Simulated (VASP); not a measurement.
# Hf in VASP: notebook

Runs on Hf. Level: LDA. Tasks: single point.

All numbers are computed with VASP 6.6.1; they aren't measurements. Logs are shortened: lines on timing, memory, paths and dates and some standing lists are left out, and cuts for length are marked.

## 1. The cell of the first run

The cell holds a slab with vacuum, 5 atoms: a = 3.117 Å, b = 3.117 Å, c = 25.899 Å, α = 90.00°, β = 90.00°, γ = 120.00°.

## 2. Single point, LDA

Input file INCAR:

```
PREC = Accurate ; ENCUT = 520
EDIFF = 1E-7 ; ISMEAR = -1
SIGMA = 0.1 ; LREAL = False
LASPH = True ; NELM = 60
ALGO = Normal ; ISIF = 2
LWAVE = False ; LCHARG = True
LDIPOL = True ; IDIPOL = 3
DIPOL = 0.5 0.5 0.500 ; GGA = CA
LELF = True ; LVHAR = True
LVACPOTAV = True ; NBANDS = 33
```

Input file KPOINTS:

```
regular mesh
0
Gamma
  15 15 1
```

Input file POSCAR:

```
Hf
1.0
    3.1173710871      0.0000000000      0.0000000000
   -1.5586855436      2.6997225545      0.0000000000
    0.0000000000      0.0000000000     25.8992000000
Hf
5
Direct
    0.0000000000      0.0000000000      0.3088905899
    0.3333333340      0.6666666660      0.4044452951
    0.0000000000      0.0000000000      0.4999999997
    0.3333333340      0.6666666660      0.5955547049
    0.0000000000      0.0000000000      0.6911094101
```

Potentials or basis: VASP PAW LDA potentials, release 64 (Hf_pv).

Started as:

```bash
cat potpaw_LDA.64/Hf_pv/POTCAR > POTCAR
mpirun -np 1 vasp_std > vasp.out
```

OUTCAR:

```text
PREC = Accurate
   ENCUT = 520
   EDIFF = 1E-7
   ISMEAR = -1
   LREAL = False
   LASPH = True
   NELM = 60
   ISIF = 2
   GGA = CA

 ion  position               nearest neighbor table
   1  0.000  0.000  0.309-   2 3.06   2 3.06   2 3.06
   2  0.333  0.667  0.404-   3 3.06   3 3.06   3 3.06   1 3.06   1 3.06   1 3.06
   3  0.000  0.000  0.500-   2 3.06   2 3.06   2 3.06   4 3.06   4 3.06   4 3.06
   4  0.333  0.667  0.596-   5 3.06   3 3.06   5 3.06   3 3.06   5 3.06   3 3.06
   5  0.000  0.000  0.691-   4 3.06   4 3.06   4 3.06

  LATTYP: Found a hexagonal cell.
 ALAT       =     3.1173710871
 C/A-ratio  =     8.3080259861

  Lattice vectors:

 A1 = (   3.1173710871,   0.0000000000,   0.0000000000)
 A2 = (  -1.5586855436,   2.6997225545,   0.0000000000)
 A3 = (   0.0000000000,   0.0000000000,  25.8992000000)

Analysis of symmetry for initial positions (statically):
=====================================================================
 Subroutine PRICEL returns:
 Original cell was already a primitive cell.

 Routine SETGRP: Setting up the symmetry group for a
 hexagonal supercell.

 Subroutine GETGRP returns: Found 12 space group operations
 (whereof 12 operations were pure point group operations)
 out of a pool of 24 trial point group operations.

The static configuration has the point symmetry D_3h.

Analysis of symmetry for dynamics (positions and initial velocities):
=====================================================================
 Subroutine PRICEL returns:
 Original cell was already a primitive cell.

 Routine SETGRP: Setting up the symmetry group for a
 hexagonal supercell.

 Subroutine GETGRP returns: Found 12 space group operations
 (whereof 12 operations were pure point group operations)
 out of a pool of 24 trial point group operations.

The dynamic configuration has the point symmetry D_3h.

 Subroutine INISYM returns: Found 12 space group operations
 (whereof 12 operations are pure point group operations),
 and found     1 'primitive' translations

----------------------------------------------------------------------------------------

                                     Primitive cell

  volume of cell :     217.9686

  direct lattice vectors                    reciprocal lattice vectors
     3.117371087  0.000000000  0.000000000     0.320783112  0.185204216  0.000000000
    -1.558685544  2.699722555  0.000000000     0.000000000  0.370408433  0.000000000
     0.000000000  0.000000000 25.899200000     0.000000000  0.000000000  0.038611231

  length of vectors
     3.117371087  3.117371087 25.899200000     0.370408433  0.370408433  0.038611231

  position of ions in fractional coordinates (direct lattice)
     0.000000000  0.000000000  0.308890590
     0.333333334  0.666666666  0.404445295
     0.000000000  0.000000000  0.500000000
     0.333333334  0.666666666  0.595554705
     0.000000000  0.000000000  0.691109410

  ion indices of the primitive-cell ions
   primitive index   ion index
                 1           1
                 2           2
                 3           3
                 4           4
                 5           5

----------------------------------------------------------------------------------------

 KPOINTS: regular mesh

Automatic generation of k-mesh.
 Grid dimensions read from file:
 generate k-points for:   15   15    1

 Generating k-lattice:

  Cartesian coordinates                     Fractional coordinates (reciprocal lattice)
     0.021385541  0.012346948  0.000000000     0.066666667  0.000000000  0.000000000
     0.000000000  0.024693896  0.000000000     0.000000000  0.066666667  0.000000000
     0.000000000  0.000000000  0.038611231     0.000000000  0.000000000  1.000000000

  Length of vectors
     0.024693896  0.024693896  0.038611231

  Shift w.r.t. Gamma in fractional coordinates (k-lattice)
     0.000000000  0.000000000  0.000000000

 Subroutine IBZKPT returns following result:
 ===========================================

 Found     27 irreducible k-points:

 Following reciprocal coordinates:
            Coordinates               Weight
  0.000000  0.000000  0.000000      1.000000
  0.066667  0.000000  0.000000      6.000000
  0.133333  0.000000  0.000000      6.000000
  0.200000  0.000000  0.000000      6.000000
  0.266667  0.000000  0.000000      6.000000
  0.333333  0.000000  0.000000      6.000000
[... 16 lines left out ...]
  0.333333  0.200000  0.000000     12.000000
  0.400000  0.200000  0.000000      6.000000
 [... further k-points ...]
   k-points           NKPTS =     27   k-points in BZ     NKDIM =     27   number of bands    NBANDS=     33
   number of dos      NEDOS =    301   number of ions     NIONS =      5
   total plane-waves  NPLWV = 112896
   dimension x,y,z NGX =    24 NGY =   24 NGZ =  196
   dimension x,y,z NGXF=    48 NGYF=   48 NGZF=  392
   ions per type =               5
   NGX,Y,Z   is equivalent  to a cutoff of  12.80, 12.80, 12.58 a.u.
   NGXF,Y,Z  is equivalent  to a cutoff of  25.60, 25.60, 25.16 a.u.
 SYSTEM =  unknown system
   PREC   = accura    normal or accurate (medium, high low for compatibility)
   ISTART =      0    job   : 0-new  1-cont  2-samecut
   ICHARG =      2    charge: 1-file 2-atom 10-const
   ISPIN  =      1    spin polarized calculation?
   LNONCOLLINEAR =      F non collinear calculations
   LSORBIT =      F    spin-orbit coupling
   LASPH  =      T    aspherical Exc in radial PAW
   ENCUT  =  520.0 eV  38.22 Ry    6.18 a.u.   5.80  5.80 48.16*2*pi/ulx,y,z
   NELM   =     60;   NELMIN=  2; NELMDL= -5     # of ELM steps
   EDIFF  = 0.1E-06   stopping-criterion for ELM
   LREAL  =      F    real-space projection
   EDIFFG = 0.1E-05   stopping-criterion for IOM
   NSW    =      0    number of steps for IOM
   IBRION =     -1    ionic relax: 0-MD 1-quasi-New 2-CG
   NFREE  =      0    steps in history (QN), initial steepest desc. (CG)
   ISIF   =      2    stress and relaxation
   ISYM   =      2    0-nonsym 1-usesym 2-fastsym
   POTIM  = 0.5000    time-step for ionic-motion
   TEBEG  =    0.0;   TEEND  =   0.0 temperature during run
   PSTRESS=    0.0 pullay stress
   NELECT =      50.0000    total number of electrons
   NUPDOWN=      -1.0000    fix difference up-down
   EMIN   =  10.00;   EMAX   =-10.00  energy-range for DOS
   EFERMI =   0.00;   METHOD = LEGACY
   ISMEAR =    -1;   SIGMA  =   0.10  broadening in eV -4-tet -1-fermi 0-gaus
   EFERMI_NEDOS =   21; number of points for ismear=-14 and -15
   IALGO  =     38    algorithm
   IMIX   =      4    mixing-type and parameters
     AMIX     =   0.40;   BMIX     =  1.00
     AMIX_MAG =   1.60;   BMIX_MAG =  1.00
  volume/ion in A,a.u.               =      43.59       294.18
  Fermi-wavevector in a.u.,A,eV,Ry     =   1.002152  1.893792 13.664443  1.004308
  Thomas-Fermi vector in A             =   2.134620
   LORBIT       =      0    0 simple, 1 ext, 2 COOP (PROOUT), +10 PAW based schemes
   GGA     = CA    functional components
   LHFCALC =     F    Hartree Fock is set to
   AEXX    =    0.0000 exact exchange contribution
   IVDW    =     0    specifies the selected vdW correction
   LEPSILON=     F    determine dielectric tensor
   LRPA    =     F    only Hartree local field effects (RPA)
 non-spin polarized calculation
  energy-cutoff  :      520.00
  volume of cell :      217.97
 maximum number of plane-waves:      5908
 NGX is ok and might be reduce to    24
   NGX = 11   NGY = 11   NGZ = 97

 number of electron      49.9999993 magnetization

 dipolmoment           0.000000      0.000000      0.000000 electrons x Angstroem

 Free energy of the ion-electron system (eV)
  ---------------------------------------------------
  ext. energy  EPLUGINS =         0.00000000
  ---------------------------------------------------
  free energy    TOTEN  =       -51.41589965 eV

  energy without entropy =      -51.20210247  energy(sigma->0) =      -51.30900106

 E-fermi :   0.2242     XC(G=0):  -6.4974

 val. band max:        0.2000088789   @ k =   0.3333   0.2667   0.0000
 cond. band min:       0.2251608561   @ k =   0.3333   0.0000   0.0000
 fundamental gap:      0.0251519771
 Fermi energy:         0.2242044806

 k-point     1 :       0.0000    0.0000    0.0000
  band No.  band energies     occupation
      1     -30.6356      2.00000
      2     -30.5740      2.00000
      3     -30.2707      2.00000
      4     -29.9369      2.00000
      5     -29.9369      2.00000
      6     -29.9368      2.00000
[... 25 lines left out ...]
     32       1.4701      0.00001
     33       1.7124      0.00000

 k-point     2 :       0.0667    0.0000    0.0000
  band No.  band energies     occupation
      1     -30.6246      2.00000
      2     -30.5671      2.00000
      3     -30.2696      2.00000
      4     -29.9811      2.00000
      5     -29.9693      2.00000
      6     -29.9447      2.00000
[... 25 lines left out ...]
     32       1.6858      0.00000
     33       1.6859      0.00000

 k-point     3 :       0.1333    0.0000    0.0000
  band No.  band energies     occupation
      1     -30.5935      2.00000
      2     -30.5480      2.00000
      3     -30.2698      2.00000
      4     -30.0817      2.00000
      5     -30.0574      2.00000
      6     -29.9668      2.00000
[... 25 lines left out ...]
     32       1.7342      0.00000
     33       1.9837      0.00000

 k-point     4 :       0.2000    0.0000    0.0000
  band No.  band energies     occupation
      1     -30.5488      2.00000
      2     -30.5220      2.00000
      3     -30.2902      2.00000
      4     -30.2168      2.00000
      5     -30.1691      2.00000
      6     -29.9991      2.00000
[... 673 lines left out ...]
     32       1.6648      0.00000
     33       2.4376      0.00000

 k-point    23 :       0.3333    0.2000    0.0000
  band No.  band energies     occupation
      1     -30.5911      2.00000
      2     -30.5887      2.00000
      3     -30.4558      2.00000
      4     -30.4420      2.00000
      5     -30.3084      2.00000
      6     -30.2817      2.00000
[... 25 lines left out ...]
     32       2.0965      0.00000
     33       2.5776      0.00000

 k-point    24 :       0.4000    0.2000    0.0000
  band No.  band energies     occupation
      1     -30.6039      2.00000
      2     -30.6023      2.00000
      3     -30.4598      2.00000
      4     -30.4470      2.00000
      5     -30.3155      2.00000
      6     -30.2890      2.00000
[... 25 lines left out ...]
     32       2.3179      0.00000
     33       2.7140      0.00000

 [... further k-points ...]
[... 5 lines left out ...]
  --------------------------------------------------------------------------------------
  -------------------------------------------------------------------------------------
  Total       -2.5180562     -2.5180562     -2.6273017      0.0000000      0.0000000      0.0000000
  in kB      -18.5089596    -18.5089596    -19.3119687      0.0000000      0.0000000      0.0000000
  external PRESSURE =     -18.7766293 kB  Pullay stress =       0.0000000 kB

 VOLUME and BASIS-vectors are now :
 -----------------------------------------------------------------------------
  energy-cutoff  :      520.00
  volume of cell :      217.97
      direct lattice vectors                 reciprocal lattice vectors
     3.117371087  0.000000000  0.000000000     0.320783112  0.185204216  0.000000000
    -1.558685544  2.699722555  0.000000000     0.000000000  0.370408433  0.000000000
     0.000000000  0.000000000 25.899200000     0.000000000  0.000000000  0.038611231

 POSITION                                       TOTAL-FORCE (eV/Angst)
 -----------------------------------------------------------------------------------
      0.00000      0.00000      8.00002        -0.000000      0.000000      0.655826
      0.00000      1.79982     10.47481         0.000000     -0.000000     -0.783649
      0.00000      0.00000     12.94960        -0.000000      0.000000     -0.000000
      0.00000      1.79982     15.42439        -0.000000     -0.000000      0.783649
      0.00000      0.00000     17.89918        -0.000000      0.000000     -0.655826
 -----------------------------------------------------------------------------------
    total drift:                               -0.000002      0.000001      0.000007

  FREE ENERGIE OF THE ION-ELECTRON SYSTEM (eV)
  ---------------------------------------------------
  free  energy   TOTEN  =       -51.4158996544 eV

  energy  without entropy=      -51.2021024743  energy(sigma->0) =      -51.30900106

 vacuum level on the upper side and lower side of the slab         4.868         4.868
```

Wall time 6.3 min (1 thread of Intel Xeon 6975P-C (Granite Rapids), shared host); peak memory 0.34 GiB.

Results:

```yaml
Free_energy: -51.4159 eV
Largest_force: 0.784 eV/Å
Band_gap_on_the_k_mesh: zero (bands 25 and 26 overlap by 1.48 eV)
```

Forces in eV/Å, atoms in the order of the input:
```
Hf   0.000  0.000  0.656
Hf   0.000  0.000 -0.784
Hf   0.000  0.000  0.000
Hf   0.000  0.000  0.784
Hf   0.000  0.000 -0.656
```

Levels at points of the mesh, in eV from the Fermi level:
```tsv
k point	band 22	band 23	band 24	band 25	band 26	band 27	band 28	band 29
(0.00, 0.00, 0.00)	-0.08	0.41	0.62	0.92	1.06	1.06	1.10	1.10
```

Caveat: spin-orbit coupling is left out, which moves the levels of the heavy elements.

## 3. Single point, LDA

Input file INCAR:

```
SYSTEM = Hf
PREC = Accurate
ENCUT = 520
EDIFF = 1E-7
ISMEAR = -1
SIGMA = 0.1
LREAL = .FALSE.
LASPH = .TRUE.
NELM = 100
ALGO = Normal
ISIF = 2
LWAVE = .FALSE.
LCHARG = .FALSE.
LDIPOL = .TRUE.
IDIPOL = 3
DIPOL = 0.5 0.5 0.500
NBANDS = 33
```

Input file KPOINTS:

```
regular mesh
0
G
  15 15 1
  0 0 0
```

Input file POSCAR:

```
Hf
1.0
    3.1173710871      0.0000000000      0.0000000000
   -1.5586855436      2.6997225545      0.0000000000
    0.0000000000      0.0000000000     25.8992000000
Hf
5
Direct
    0.0000000000      0.0000000000      0.3127571913
    0.3333333333      0.6666666667      0.4024890132
    0.0000000000      0.0000000000      0.5000000005
    0.3333333333      0.6666666667      0.5975109874
    0.0000000000      0.0000000000      0.6872428072
```

Potentials or basis: VASP PAW LDA potentials, release 64 (Hf_pv).

Started as:

```bash
cat potpaw_LDA.64/Hf_pv/POTCAR > POTCAR
mpirun -np 1 vasp_std > vasp.out
```

Wall time 6.5 min (1 thread of Intel Xeon 6975P-C (Granite Rapids), shared host); peak memory 0.33 GiB.

The run converged. Its results:

```
Free energy            : -51.5351 eV
Largest force          : 0.018 eV/Å
Band gap on the k mesh : zero (bands 25 and 26 overlap by 1.55 eV)
```

Forces in eV/Å, atoms in the order of the input:
```
Hf   0.000  0.000  0.012
Hf   0.000  0.000 -0.018
Hf   0.000  0.000  0.000
Hf   0.000  0.000  0.018
Hf   0.000  0.000 -0.012
```

Levels at points of the mesh, in eV from the Fermi level:
| k point | band 21 | band 22 | band 23 | band 24 | band 25 | band 26 | band 27 | band 28 | band 29 | band 30 |
| --- | --- | --- | --- | --- | --- | --- | --- | --- | --- | --- |
| (0.00, 0.00, 0.00) | -0.30 | -0.15 | 0.58 | 0.60 | 0.96 | 0.96 | 1.07 | 1.07 | 1.09 | 1.09 |

Caveat: spin-orbit coupling is left out, which moves the levels of the heavy elements.

## 4. Single point, LDA

Input file INCAR:

```
PREC     = Accurate       # precision mode
ENCUT    = 520            # plane-wave cutoff, eV
EDIFF    = 1E-7           # SCF threshold, eV
ISMEAR   = -1             # smearing method
SIGMA    = 0.1            # smearing width, eV
LREAL    = F              # projectors in reciprocal space
LASPH    = T              # aspherical terms in the spheres
NELM     = 80             # most SCF steps
ALGO     = Normal         # electronic algorithm
ISIF     = 2              # what is computed and relaxed
LWAVE    = F              # write WAVECAR
LCHARG   = F              # write CHGCAR
LDIPOL   = T            
IDIPOL   = 3            
DIPOL    = 0.5 0.5 0.500
NBANDS   = 33             # bands
```

Input file KPOINTS:

```
Automatic mesh
0
Gamma
  15 15 1
```

POSCAR is that of step 3.

Started as:

```bash
cat potpaw_LDA.64/Hf_pv/POTCAR > POTCAR
mpirun -np 1 vasp_std > vasp.out
```

It took 5.6 min on 1 thread of Intel Xeon 6975P-C (Granite Rapids), shared host; peak memory 0.34 GiB.

The run converged. Its results:

```
Free energy            : -51.5351 eV
Largest force          : 0.018 eV/Å
Band gap on the k mesh : zero (bands 25 and 26 overlap by 1.55 eV)
```

Forces on the atoms (eV/Å):
```
Hf   0.000  0.000  0.012
Hf   0.000  0.000 -0.018
Hf   0.000  0.000  0.000
Hf   0.000  0.000  0.018
Hf   0.000  0.000 -0.012
```

Levels at points of the mesh, in eV from the Fermi level:
| k point | band 23 | band 24 | band 25 | band 26 | band 27 | band 28 |
| --- | --- | --- | --- | --- | --- | --- |
| (0.00, 0.00, 0.00) | 0.58 | 0.60 | 0.96 | 0.96 | 1.07 | 1.07 |

Caveat: spin-orbit coupling is left out, which moves the levels of the heavy elements.
